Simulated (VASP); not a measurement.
A run of VASP 6.6.1:

The input INCAR:

```
SYSTEM = Sr
ALGO     = Normal         ! electronic algorithm
EDIFF    = 1E-6           ! SCF threshold, eV
ENCUT    = 520            ! plane-wave cutoff, eV
GGA      = PE             ! functional
ISIF     = 2              ! what is computed and relaxed
ISMEAR   = 0              ! smearing method
LASPH    = .True.         ! aspherical terms in the spheres
LCHARG   = .True.         ! write CHGCAR
LELF     = .True.         ! ELF
LREAL    = .False.        ! projectors in reciprocal space
LVHAR    = .True.       
LWAVE    = .False.        ! write WAVECAR
NBANDS   = 39             ! bands
NELM     = 80             ! most SCF steps
PREC     = Accurate       ! precision mode
SIGMA    = 0.1            ! smearing width, eV
```

The input KPOINTS:

```
k-points
0
Gamma
  3 3 3
  0 0 0
```

Contents of POSCAR:

```
Sr
1.0
    3.7333299952      2.1554390777      6.9105861669
   -3.7333299952      2.1554390777      6.9105861669
    0.0000000000     -4.3108781554      6.9105861669
Sr
6
Direct
    0.9168219442      0.5831780558      0.2500000000
    0.2500000000      0.9168219442      0.5831780558
    0.5831780558      0.2500000000      0.9168219442
    0.0831780558      0.4168219442      0.7500000000
    0.7500000000      0.0831780558      0.4168219442
    0.4168219442      0.7500000000      0.0831780558
```

Potentials or basis: VASP PAW PBE potentials, release 64 (Sr_sv).

The run is started by

```sh
$ cat potpaw_PBE.64/Sr_sv/POTCAR > POTCAR
$ mpirun -np 1 vasp_std > vasp.out
```

Hardware: 1 thread of Intel Xeon 8259CL (shared host).

Problem. How long does it take, and how much memory?

Solution. Run time: 4 min on 1 thread of Intel Xeon 8259CL, on a shared host, peak memory 0.51 GiB. Counts: scf iterations 13, k points 6.
